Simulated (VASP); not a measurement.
# B4Ru in VASP: a series of runs, part 2 of 2

VASP 6.6.1. Earlier steps stand in the parts before.

## 3. Relaxation of cell and atoms, PBE

The input, INCAR:

```
PREC = Accurate
ENCUT = 600
EDIFF = 1E-6
ISMEAR = 0
SIGMA = 0.1
LREAL = F
LASPH = T
NELM = 80
ALGO = Normal
ISIF = 3
LWAVE = F
LCHARG = F
GGA = PE
IBRION = 2
NSW = 90
EDIFFG = -0.04
```

The input, KPOINTS:

```
Automatic mesh
0
Gamma
  6 6 2
```

The input, POSCAR:

```
B4Ru
1.0
    2.8959096256      0.0229518149     -0.0308412428
    1.4421723860     -3.5483610026     -0.0045578535
   -0.0009151905     -0.0093454334     -7.9104656533
B Ru
8 2
Direct
    0.1497555193      0.6995746640      0.1556337389
    0.1486737402      0.6917065676      0.6568984790
    0.7004336766      0.5873062260      0.3078371613
    0.6926176649      0.5892873790      0.8007007196
    0.2873665275      0.4179133878      0.4932959475
    0.3097798264      0.4162855951      0.9947406077
    0.8630543376      0.2977367462      0.1485419518
    0.8523557690      0.2977218788      0.6404817125
    0.0011489772      0.0018372233      0.9011525067
    0.9948139611      0.0006303323      0.4007171751
```

Potentials or basis: VASP PAW PBE potentials, release 64 (B, Ru_pv).

Started as:

```
$ cat potpaw_PBE.64/B/POTCAR potpaw_PBE.64/Ru_pv/POTCAR > POTCAR
$ mpirun -np 1 vasp_std > vasp.out
```

Run time: 11 min. Hardware: 1 thread of Intel Xeon Platinum 8488C (Sapphire Rapids), shared host; peak memory 0.28 GiB.

The run converged. Its results:

| Item | Value |
| --- | --- |
| Free energy | -72.6471 eV |
| Relaxed volume | 8.15 Å³/atom |
| Relaxed cell | a = 2.877 Å, b = 3.832 Å, c = 7.972 Å, α = 89.76°, β = 89.95°, γ = 68.01° |
| Space group after relaxing (to 0.1 Å) | C2/m (No. 12) |
| Energy gained by relaxing | 10.1 meV/atom |
| Ionic steps | 16 |
| Pressure after relaxing | 0.1 GPa |
| Largest force after relaxing | 0.025 eV/Å |
| Band gap on the k mesh | zero (bands 26 and 27 overlap by 0.72 eV) |

Forces on the atoms (eV/Å):
```
B   -0.002 -0.004  0.003
B    0.010  0.021  0.011
B    0.007 -0.010 -0.014
B    0.008 -0.009  0.004
B   -0.013  0.002 -0.003
B    0.000  0.011 -0.002
B    0.004 -0.001  0.006
B   -0.009 -0.004  0.001
Ru  -0.001 -0.002 -0.002
Ru  -0.006 -0.003 -0.006
```

The path:
| step | energy change (eV) | largest force (eV/Å) | pressure (GPa) | volume (Å³) |
| --- | --- | --- | --- | --- |
| 1 | 0.0000 | 1.1544 | 0.95 | 81.55 |
| 2 | 0.0026 | 0.9138 | -3.73 | 82.10 |
| 3 | -0.0638 | 0.4708 | -1.56 | 81.82 |
| 4 | -0.0878 | 0.2127 | 1.38 | 81.08 |
| 5 | -0.0878 | 0.2115 | 1.42 | 81.07 |
| 6 | -0.0951 | 0.1566 | -0.30 | 81.60 |
| 7 | -0.0952 | 0.1449 | -0.16 | 81.55 |
| 8 | -0.0975 | 0.0876 | -0.24 | 81.58 |
| 9 | -0.0981 | 0.0980 | -0.30 | 81.59 |
| 10 | -0.0991 | 0.0644 | 0.40 | 81.42 |
| 11 | -0.0991 | 0.0583 | 0.30 | 81.45 |
| 12 | -0.0999 | 0.0604 | -0.09 | 81.52 |
| 13 | -0.0999 | 0.0618 | -0.11 | 81.52 |
| 14 | -0.1004 | 0.0565 | 0.01 | 81.50 |
| 15 | -0.1004 | 0.0602 | 0.01 | 81.49 |
| 16 | -0.1008 | 0.0252 | 0.08 | 81.48 |

Final structure:
```xyz
10
Lattice="2.8770 0.0105 -0.0168 1.4479 -3.5474 -0.0083 -0.0399 -0.0331 -7.9714" Properties=species:S:1:pos:R:3 pbc="T T T"
B     1.4377   -2.4780   -1.2705
B     1.4163   -2.4975   -5.2561
B     2.8678   -2.0955   -2.4343
B     2.8473   -2.1118   -6.4216
B     1.4272   -1.4679   -3.9676
B     1.4037   -1.4846   -7.9518
B     2.8743   -1.0674   -1.1464
B     2.8574   -1.0841   -5.1321
Ru    4.2886   -3.5667   -7.1994
Ru    1.4327   -3.5605   -3.1967
```

Levels at points of the mesh, in eV from the Fermi level:
| k point | band 24 | band 25 | band 26 | band 27 | band 28 | band 29 |
| --- | --- | --- | --- | --- | --- | --- |
| (0.00, 0.00, 0.00) | -1.63 | -1.21 | 0.58 | 1.00 | 2.51 | 3.11 |
| (0.50, 0.00, 0.00) | -2.32 | -2.05 | -1.98 | 0.97 | 1.04 | 2.55 |
| (0.00, 0.50, 0.00) | -1.56 | -1.41 | -1.12 | 0.51 | 0.52 | 0.73 |
| (0.50, 0.50, 0.00) | -2.26 | -2.07 | -1.97 | 0.98 | 1.04 | 2.55 |
| (0.00, 0.00, 0.50) | -1.53 | -0.60 | -0.59 | 1.54 | 1.54 | 3.41 |
| (0.50, 0.00, 0.50) | -2.35 | -1.93 | -1.93 | 0.87 | 0.87 | 2.55 |
| (0.00, 0.50, 0.50) | -1.95 | -0.85 | -0.85 | -0.14 | -0.14 | 3.05 |
| (0.50, 0.50, 0.50) | -2.35 | -1.91 | -1.90 | 0.87 | 0.87 | 2.56 |

Caveat: the k points lie up to 0.39 Å⁻¹ apart in the final cell, too coarse for converged energies and pressures of a metal.

## 4. Single point, PBE

This run uses another cell than the first one: it holds 5 atoms, not 10.

The input, INCAR:

```
ALGO = Normal
EDIFF = 1E-7
ENCUT = 520
GGA = PE
ISIF = 2
ISMEAR = 0
LASPH = T
LCHARG = T
LELF = T
LREAL = F
LVHAR = T
LWAVE = F
NBANDS = 21
NELM = 100
PREC = Accurate
SIGMA = 0.1
```

The input, KPOINTS:

```
k-points
0
Gamma
  14 14 10
```

The input, POSCAR:

```
B4Ru
1.0
    3.5522768431     -1.4400901493     -0.0011545489
    3.5522768431      1.4400901493     -0.0011545489
   -0.0171277465      0.0000000000      3.9834816137
B Ru
4 1
Direct
    0.8491959383      0.8491959383      0.4833403856
    0.2952127605      0.2952127605      0.1936915117
    0.7047872395      0.7047872395      0.8063084883
    0.1508040617      0.1508040617      0.5166596144
    0.0000000000      0.0000000000      0.0000000000
```

Started as:

```
$ cat potpaw_PBE.64/B/POTCAR potpaw_PBE.64/Ru_pv/POTCAR > POTCAR
$ mpirun -np 1 vasp_std > vasp.out
```

Wall time 5.7 min (1 thread of Intel Xeon Platinum 8488C (Sapphire Rapids), shared host); peak memory 0.49 GiB.

It converged, with:

- Free energy: -36.3254 eV
- Pressure: 0.0 GPa
- Largest force: 0.017 eV/Å
- Band gap on the k mesh: zero (bands 13 and 14 overlap by 1.05 eV)

Forces on the atoms (eV/Å):
```
B    0.010  0.000 -0.009
B    0.007  0.000 -0.015
B   -0.007  0.000  0.015
B   -0.010  0.000  0.009
Ru   0.000  0.000  0.000
```

Stress tensor (GPa, compression positive):
```
 0.00  0.00 -0.07
 0.00 -0.05  0.00
-0.07  0.00  0.04
```

Levels at points of the mesh, in eV from the Fermi level:
```tsv
k point	band 10	band 11	band 12	band 13	band 14	band 15	band 16	band 17
(0.00, 0.00, 0.00)	-4.37	-3.88	-1.14	0.65	2.55	3.19	3.71	4.61
(0.50, 0.00, 0.00)	-4.45	-3.61	-2.96	-2.21	1.11	2.64	4.46	5.01
(0.50, 0.50, 0.00)	-3.24	-2.76	-2.73	-1.04	0.60	4.25	5.69	5.90
(0.00, 0.00, 0.50)	-4.08	-1.94	-1.71	-1.56	1.08	3.33	4.38	4.71
(0.50, 0.00, 0.50)	-4.68	-2.94	-1.99	-1.89	1.04	3.12	3.14	5.96
(0.50, 0.50, 0.50)	-2.79	-2.43	-1.48	-1.31	0.58	0.81	3.71	5.47
```

## 5. Relaxation of cell and atoms, PBE

This run uses another cell than the first one: it holds 5 atoms, not 10.

The input, INCAR:

```
SYSTEM = B4Ru
PREC = Accurate ; ENCUT = 500
EDIFF = 1E-7 ; ISMEAR = 0
SIGMA = 0.1 ; LREAL = .FALSE.
LASPH = .TRUE. ; NELM = 120
ALGO = Normal ; ISIF = 3
LWAVE = .FALSE. ; LCHARG = .FALSE.
GGA = PE ; IBRION = 2
NSW = 100 ; EDIFFG = -0.01
GGA_COMPAT = .FALSE. ; NELMIN = 4
```

The input, KPOINTS:

```
regular mesh
0
G
  14 14 10
  0 0 0
```

The input, POSCAR:

```
B4Ru
1.0
    3.5526061832     -1.4391207041      0.0000000000
    3.5526061832      1.4391207041      0.0000000000
   -0.0158338147      0.0000000000      3.9860111273
B Ru
4 1
Direct
    0.8492955351      0.8492955351      0.4833787168
    0.2951405137      0.2951405137      0.1940570115
    0.7048594863      0.7048594863      0.8059429885
    0.1507044649      0.1507044649      0.5166212832
    0.0000000000      0.0000000000      0.0000000000
```

Started as:

```
$ cat potpaw_PBE.64/B/POTCAR potpaw_PBE.64/Ru_pv/POTCAR > POTCAR
$ mpirun -np 1 vasp_std > vasp.out
```

It took 15 min on 1 thread of Oxide Virtual Turin-like, shared host; peak memory 0.41 GiB.

Results (log left out):

- Free energy: -36.3246 eV
- Relaxed volume: 8.15 Å³/atom
- Relaxed cell: a = 3.832 Å, b = 3.832 Å, c = 3.983 Å, α = 90.25°, β = 90.25°, γ = 44.16°
- Space group after relaxing (to 0.1 Å): C2/m (No. 12)
- Energy gained by relaxing: 0.0 meV/atom
- Ionic steps: 4
- Pressure after relaxing: 0.1 GPa
- Largest force after relaxing: 0.006 eV/Å
- Band gap on the k mesh: zero (bands 13 and 14 overlap by 1.05 eV)

Forces in eV/Å, atoms in the order of the input:
```
B    0.001  0.000 -0.001
B    0.004  0.000 -0.005
B   -0.004  0.000  0.005
B   -0.001  0.000  0.001
Ru   0.000  0.000  0.000
```

Stress tensor (GPa, compression positive):
```
 0.19  0.00 -0.04
 0.00 -0.06  0.00
-0.04  0.00  0.18
```

The path:
```csv
step,energy change (eV),largest force (eV/Å),pressure (GPa),volume (Å³)
1,0.0000,0.0444,0.01,40.76
2,-0.0001,0.0376,-0.12,40.76
3,-0.0001,0.0122,-0.06,40.76
4,-0.0001,0.0064,0.10,40.74
```

Final structure:
```xyz
5
Lattice="3.5512 -1.4404 -0.0013 3.5512 1.4404 -0.0013 -0.0172 0.0000 3.9828" Properties=species:S:1:pos:R:3 pbc="T T T"
B     6.0239    0.0000    1.9228
B     2.0934    0.0000    0.7705
B     4.9917    0.0000    3.2098
B     1.0613    0.0000    2.0575
Ru    7.0851    0.0000    3.9803
```

Levels at points of the mesh, in eV from the Fermi level:
```csv
k point,band 11,band 12,band 13,band 14,band 15,band 16
"(0.00, 0.00, 0.00)",-3.88,-1.14,0.65,2.54,3.19,3.72
"(0.50, 0.00, 0.00)",-3.62,-2.97,-2.21,1.10,2.64,4.46
"(0.50, 0.50, 0.00)",-2.76,-2.74,-1.05,0.60,4.25,5.69
"(0.00, 0.00, 0.50)",-1.95,-1.71,-1.57,1.08,3.34,4.38
"(0.50, 0.00, 0.50)",-2.94,-2.00,-1.89,1.04,3.11,3.14
"(0.50, 0.50, 0.50)",-2.43,-1.49,-1.31,0.57,0.81,3.70
```

## 6. Overview

| task | cell | k mesh | cutoff (eV) | gap on the mesh (eV) | pressure (GPa) | relaxed volume (Å³/atom) | largest force (eV/Å) |
| --- | --- | --- | --- | --- | --- | --- | --- |
| single point | a = 2.878, b = 3.831, c = 7.972 Å, angles 89.8, 89.9, 68.0°, 10 atoms, atomic positions A | 6 × 6 × 2 | 520 | none | 0.0 | - | 0.04 |
| relaxation of cell and atoms | relaxed from a = 2.896, b = 3.830, c = 7.910 Å, angles 89.9, 89.4, 68.3°, 10 atoms, atomic positions B | 6 × 6 × 2 | 600 | none | 0.1 | 8.15 | 0.03 |
| single point | a = 3.833, b = 3.833, c = 3.984 Å, angles 90.2, 90.2, 44.1°, 5 atoms, atomic positions C | 14 × 14 × 10 | 520 | none | 0.0 | - | 0.02 |
| relaxation of cell and atoms | relaxed from a = 3.833, b = 3.833, c = 3.986 Å, angles 90.2, 90.2, 44.1°, 5 atoms, atomic positions D | 14 × 14 × 10 | 500 | none | 0.1 | 8.15 | 0.01 |

Alike in all rows: level PBE; potentials or basis VASP PAW PBE potentials, release 64 (B, Ru_pv); no spin polarisation; smearing gaussian 0.1 eV.

Caveats: some runs use coarse meshes.

Total energies depend on the potentials used, so only differences within one code and one set of settings carry meaning.
